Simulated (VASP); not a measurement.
# Ge (Fd-3m) in VASP: single point with PBEsol

Aim: the single point of Ge with PBEsol.

All numbers are computed with VASP 6.6.1; they aren't measurements. Logs are shortened: lines on timing, memory, paths and dates and some standing lists are left out, and cuts for length are marked.

**The experiment to reproduce.**

“Electronic and optical properties of SixGe1-x-ySny alloys lattice-matched to Ge”, 2021, arxiv:2109.02782 reports, for a bulk crystal of Ge at 300 K: band gap 0.807 eV (direct).

The runs below are set against these values where they give the same quantity.

## Step 1: The cell of the first run

Symmetry: Fd-3m, No. 227, cubic system. The conventional cell has a = 5.676 Å, b = 5.676 Å, c = 5.676 Å, α = 90.00°, β = 90.00°, γ = 90.00°. Within 3.2 Å of Ge (site symmetry -43m) lie 4 Ge at 2.46 Å.

## Step 2: Single point, PBEsol

File INCAR:

```
SYSTEM = Ge
PREC = Accurate
ENCUT = 500
EDIFF = 1E-6
ISMEAR = 0
SIGMA = 0.15
LREAL = .FALSE.
LASPH = .TRUE.
NELM = 120
ALGO = Normal
ISIF = 2
LWAVE = .FALSE.
LCHARG = .FALSE.
GGA = PS
NBANDS = 51
GGA_COMPAT = .FALSE.
```

File KPOINTS:

```
Automatic mesh
0
G
  13 13 5
  0 0 0
```

File POSCAR:

```
Ge
1.0
    2.8378806839     -2.8378806839      0.0000000000
    2.8378806839      0.0000000000     -2.8378806839
    5.6757613678      5.6757613678      5.6757613678
Ge
6
Direct
    0.6666666667      0.6666666667      0.8333333333
    1.0000000000      0.0000000000      0.5000000000
    0.3333333333      0.3333333333      0.1666666667
    0.6666666667      0.6666666667      0.0833333333
    1.0000000000      1.0000000000      0.7500000000
    0.3333333333      0.3333333333      0.4166666667
```

Potentials or basis: VASP PAW PBE potentials, release 64 (Ge_d).

The run is started by

```bash
cat potpaw_PBE.64/Ge_d/POTCAR > POTCAR
mpirun -np 1 vasp_std > vasp.out
```

OUTCAR:

```text
SYSTEM = Ge
   PREC = Accurate
   ENCUT = 500
   EDIFF = 1E-6
   ISMEAR = 0
   LREAL = .FALSE.
   LASPH = .TRUE.
   NELM = 120
   ISIF = 2
   GGA = PS

 ion  position               nearest neighbor table
   1  0.667  0.667  0.833-   5 2.46   4 2.46   5 2.46   5 2.46
   2  0.000  0.000  0.500-   6 2.46   5 2.46   6 2.46   6 2.46
   3  0.333  0.333  0.167-   6 2.46   4 2.46   4 2.46   4 2.46
   4  0.667  0.667  0.083-   1 2.46   3 2.46   3 2.46   3 2.46
   5  0.000  0.000  0.750-   1 2.46   1 2.46   2 2.46   1 2.46
   6  0.333  0.333  0.417-   2 2.46   2 2.46   3 2.46   2 2.46

  LATTYP: Found a hexagonal cell.
 ALAT       =     4.0133693516
 C/A-ratio  =     2.4494897428

  Lattice vectors:

 A1 = (  -2.8378806839,   0.0000000000,   2.8378806839)
 A2 = (   2.8378806839,  -2.8378806839,   0.0000000000)
 A3 = (   5.6757613678,   5.6757613678,   5.6757613678)

Analysis of symmetry for initial positions (statically):
=====================================================================
 Subroutine PRICEL returns following result:

  LATTYP: Found a face centered cubic cell.
 ALAT       =     5.6757613675

  Lattice vectors:

 A1 = (  -2.8378806839,  -2.8378806836,   0.0000000003)
 A2 = (   0.0000000000,  -2.8378806830,   2.8378806848)
 A3 = (  -2.8378806839,   0.0000000000,   2.8378806839)

   3 primitive cells build up your supercell.

 Routine SETGRP: Setting up the symmetry group for a
 hexagonal supercell.

 Subroutine GETGRP returns: Found 12 space group operations
 (whereof  6 operations were pure point group operations)
 out of a pool of 24 trial point group operations.

The static configuration has the point symmetry C_3v.
 The point group associated with its full space group is D_3d.

Analysis of symmetry for dynamics (positions and initial velocities):
=====================================================================
 Subroutine PRICEL returns following result:

  LATTYP: Found a face centered cubic cell.
 ALAT       =     5.6757613675

  Lattice vectors:

 A1 = (  -2.8378806839,  -2.8378806836,   0.0000000003)
 A2 = (   0.0000000000,  -2.8378806830,   2.8378806848)
 A3 = (  -2.8378806839,   0.0000000000,   2.8378806839)

   3 primitive cells build up your supercell.

 Routine SETGRP: Setting up the symmetry group for a
[... 106 lines left out ...]
   NELM   =    120;   NELMIN=  2; NELMDL= -5     # of ELM steps
   EDIFF  = 0.1E-05   stopping-criterion for ELM
   LREAL  =      F    real-space projection
   EDIFFG = 0.1E-04   stopping-criterion for IOM
   NSW    =      0    number of steps for IOM
   IBRION =     -1    ionic relax: 0-MD 1-quasi-New 2-CG
   NFREE  =      0    steps in history (QN), initial steepest desc. (CG)
   ISIF   =      2    stress and relaxation
   ISYM   =      2    0-nonsym 1-usesym 2-fastsym
   POTIM  = 0.5000    time-step for ionic-motion
   TEBEG  =    0.0;   TEEND  =   0.0 temperature during run
   PSTRESS=    0.0 pullay stress
   NELECT =      84.0000    total number of electrons
   NUPDOWN=      -1.0000    fix difference up-down
   EMIN   =  10.00;   EMAX   =-10.00  energy-range for DOS
   EFERMI =   0.00;   METHOD = LEGACY
   ISMEAR =     0;   SIGMA  =   0.15  broadening in eV -4-tet -1-fermi 0-gaus
   EFERMI_NEDOS =   21; number of points for ismear=-14 and -15
   IALGO  =     38    algorithm
   IMIX   =      4    mixing-type and parameters
     AMIX     =   0.40;   BMIX     =  1.00
     AMIX_MAG =   1.60;   BMIX_MAG =  1.00
  volume/ion in A,a.u.               =      22.86       154.23
  Fermi-wavevector in a.u.,A,eV,Ry     =   1.390348  2.627376 26.300964  1.933066
  Thomas-Fermi vector in A             =   2.514291
   LORBIT       =      0    0 simple, 1 ext, 2 COOP (PROOUT), +10 PAW based schemes
   GGA     = PS    functional components
   LHFCALC =     F    Hartree Fock is set to
   AEXX    =    0.0000 exact exchange contribution
   IVDW    =     0    specifies the selected vdW correction
   LEPSILON=     F    determine dielectric tensor
   LRPA    =     F    only Hartree local field effects (RPA)
 non-spin polarized calculation
 Gauss-broadening in eV      SIGMA  =   0.15
  energy-cutoff  :      500.00
  volume of cell :      137.13
 maximum number of plane-waves:      3545
 NGX is ok and might be reduce to    30
   NGX = 15   NGY = 15   NGZ = 35

 number of electron      84.0000059 magnetization

 Free energy of the ion-electron system (eV)
  ---------------------------------------------------
  ext. energy  EPLUGINS =         0.00000000
  ---------------------------------------------------
  free energy    TOTEN  =       -29.62368014 eV

  energy without entropy =      -29.62192407  energy(sigma->0) =      -29.62280210

 E-fermi :   4.8092     XC(G=0): -10.0840

 val. band max:        4.7685747476   @ k =   0.0000   0.0000   0.0000
 cond. band min:       4.8719008703   @ k =   0.0000   0.0000   0.4000
 fundamental gap:      0.1033261227
 Fermi energy:         4.8092139200

 k-point     1 :       0.0000    0.0000    0.0000
  band No.  band energies     occupation
      1     -20.0034      2.00000
      2     -20.0034      2.00000
      3     -20.0034      2.00000
      4     -20.0034      2.00000
      5     -19.9819      2.00000
      6     -19.9818      2.00000
[... 1285 lines left out ...]
     50       8.2712      0.00000
     51       8.5742      0.00000

 [... further k-points ...]

------------------------ aborting loop because EDIFF is reached ----------------------------------------

  FORCE on cell =-STRESS in cart. coord.  units (eV):
  Direction    XX          YY          ZZ          XY          YZ          ZX
  --------------------------------------------------------------------------------------
  -------------------------------------------------------------------------------------
  Total       -0.0893048     -0.0893048     -0.0893048      0.0012979      0.0012979      0.0012979
  in kB       -1.0434026     -1.0434026     -1.0434026      0.0151638      0.0151638      0.0151638
  external PRESSURE =      -1.0434026 kB  Pullay stress =       0.0000000 kB

 VOLUME and BASIS-vectors are now :
 -----------------------------------------------------------------------------
  energy-cutoff  :      500.00
  volume of cell :      137.13
      direct lattice vectors                 reciprocal lattice vectors
     2.837880684 -2.837880684  0.000000000     0.117458544 -0.234917088  0.117458544
     2.837880684  0.000000000 -2.837880684     0.117458544  0.117458544 -0.234917088
     5.675761368  5.675761368  5.675761368     0.058729272  0.058729272  0.058729272

 POSITION                                       TOTAL-FORCE (eV/Angst)
 -----------------------------------------------------------------------------------
      8.51364      2.83788      2.83788        -0.000998     -0.000998     -0.000998
      2.83788      2.83788      2.83788        -0.000998     -0.000998     -0.000998
      2.83788      0.00000      0.00000        -0.000998     -0.000998     -0.000998
      4.25682     -1.41894     -1.41894         0.000998      0.000998      0.000998
      4.25682      4.25682      4.25682         0.000998      0.000998      0.000998
      4.25682      1.41894      1.41894         0.000998      0.000998      0.000998
 -----------------------------------------------------------------------------------
    total drift:                                0.000000      0.000000      0.000000

  FREE ENERGIE OF THE ION-ELECTRON SYSTEM (eV)
  ---------------------------------------------------
  free  energy   TOTEN  =       -29.6236801375 eV

  energy  without entropy=      -29.6219240721  energy(sigma->0) =      -29.62280210
```

stdout:

```text
POSCAR found type information on POSCAR Ge
 POSCAR found :  1 types and       6 ions
 scaLAPACK will be used
 -----------------------------------------------------------------------------
|                                                                             |
|                                                                             |
|     You enforced a specific xc type in the INCAR file but a different       |
|     I HOPE YOU KNOW WHAT YOU ARE DOING!                                     |
|                                                                             |
 -----------------------------------------------------------------------------

 LDA part: xc-table for (Slater+PW92), standard interpolation
 POSCAR, INCAR and KPOINTS ok, starting setup
 FFT: planning ... GRIDC
 FFT: planning ... GRID_SOFT
 FFT: planning ... GRID
 WAVECAR not read
 entering main loop
```

Run time: 4 min. Hardware: 1 thread of AMD EPYC 9R45 (Zen 5), shared host; peak memory 0.48 GiB.

Results:

| Quantity | Value |
| --- | --- |
| Free energy | -29.6237 eV |
| Pressure | -0.1 GPa |
| Band gap on the k mesh | zero (filled and empty bands touch) |

Caveat: semilocal functionals underestimate gaps, and a narrow one can read as zero; the PAW data sets were made with another functional, which shifts forces and pressure a little.

## Step 3: Against experiment

Step 2. Against the measured gap of Ge, 0.807 eV (direct; 300 K; “Electronic and optical properties of SixGe1-x-ySny alloys lattice-matched to Ge”, 2021, arxiv:2109.02782), the calculated 0.00 eV is off by -0.81 eV. 3 values of this kind are on record (0.666 to 0.807 eV); this one was drawn at random among those near their median. Spin-orbit coupling on Ge is left out. The value is that of PBEsol on a finite k mesh, which can miss the band edges, without temperature or zero-point motion. Semilocal functionals fall short of measured gaps as a rule.

The gap in the log of VASP goes by the Fermi energy; the results here count the filled bands.